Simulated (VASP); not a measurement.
Runs of VASP 6.6.1 on NaTiO2. It takes space group R-3m (No. 166, trigonal). The conventional cell has a = 3.013 Å, b = 3.013 Å, c = 16.197 Å, α = 90.00°, β = 90.00°, γ = 120.00°. Within 3.1 Å of Na (site symmetry -3m) lie 6 O at 2.35 Å and 6 Na at 3.01 Å. Within 2.7 Å of Ti (site symmetry -3m) lie 6 O at 2.07 Å. Within 2.7 Å of O (site symmetry 3m) lie 3 Ti at 2.07 Å and 3 Na at 2.35 Å. 

```csv
level,U,fixed moment (μB),pressure (GPa),moment (μB),largest force (eV/Å)
LDA,-,0.2,-9.0,0.20,0.16
LDA,-,1.0,-7.5,1.00,(c)
LDA,-,0.35,(b),0.35,0.19
LDA+U,Ti d U = 1.0 eV,0.1,-7.8,0.10,0.06
LDA,-,1.4,-4.5,1.40,(a)
```

Alike in all rows: task single point; potentials or basis VASP PAW LDA potentials, release 64 (Na_pv, Ti_sv, O); spin collinear, ferromagnetic start; cell as given; k mesh 10 × 10 × 10; cutoff (eV) 520; smearing fermi-dirac 0.03 eV.

Problem. Fill in the values left out.

Solution. (a) 0.05; (b) -8.9; (c) 0.40.

Caveats: the total moment is fixed, so each spin has its own Fermi level.
